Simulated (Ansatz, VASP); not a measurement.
## One calculation of Ir, two programs

File INCAR:

```
SYSTEM = Ir
PREC = Accurate
ENCUT = 520
EDIFF = 1E-6
ISMEAR = 0
SIGMA = 0.15
LREAL = .False.
LASPH = .True.
NELM = 60
ALGO = Normal
ISIF = 2
LWAVE = .False.
LCHARG = .False.
GGA = PS
NBANDS = 10
```

The input KPOINTS:

```
Automatic mesh
0
Gamma
  22 22 22
  0 0 0
```

POSCAR

```
Ir
1.0
    0.0000000000      1.9676925000      1.8717075000
    1.9676925000      0.0000000000      1.8717075000
    1.9676925000      1.9676925000      0.0000000000
Ir
1
Direct
    0.0000000000      0.0000000000      0.0000000000
```

Input for Ansatz:

```yaml
crystal:
  lattice:
    - [0.0, 1.9676925, 1.8717075]
    - [1.9676925, 0.0, 1.8717075]
    - [1.9676925, 1.9676925, 0.0]
  atoms:
    - { symbol: Ir, position: [0.0, 0.0, 0.0] }
basis:
  ecutwfc: 420
kpoints:
  mp_grid: { grid: [22, 22, 22] }
hamiltonian:
  xc: pbesol
scf:
  occupations: { method: gaussian, width: 0.15 }
output:
  forces: true
  stress: true
  eigenvalues: true
```

Change from the starting cell: strain +0.025 along x and y, -0.025 along z, atoms carried along.

Alike in both runs: task single point; functional PBEsol; k mesh 22 × 22 × 22; occupations gaussian, width 0.15 eV; no spin polarisation.

|  | VASP | Ansatz |
| --- | --- | --- |
| version | VASP 6.6.1 | Ansatz 0.2.0 |
| potentials or method | VASP PAW PBE potentials, release 64 (Ir), cutoff 520 eV | scalar-relativistic, plane waves, PAW |
| valence electrons in the cell | 9 | 17 |

|  | VASP | Ansatz | Ansatz less VASP |
| --- | --- | --- | --- |
| gap on the k mesh at the Fermi level (eV) | none | none | - |
| pressure (GPa) | -9.7 | -10.5 | -0.78 |
| traceless stress, the component that is largest in VASP (GPa) | 11.29 | 11.33 | +0.038 |

VASP's potentials were made for PBE, not for PBEsol. A gap of «none» marks a metal or a gap that the smearing closes. The functional is the same, so the differences come from potentials, cutoffs and numerics. VASP's potentials hold 9 valence electrons a cell and Ansatz's 17, so a difference there can come from the potentials and not from the codes.

Neither program's run includes spin-orbit coupling.
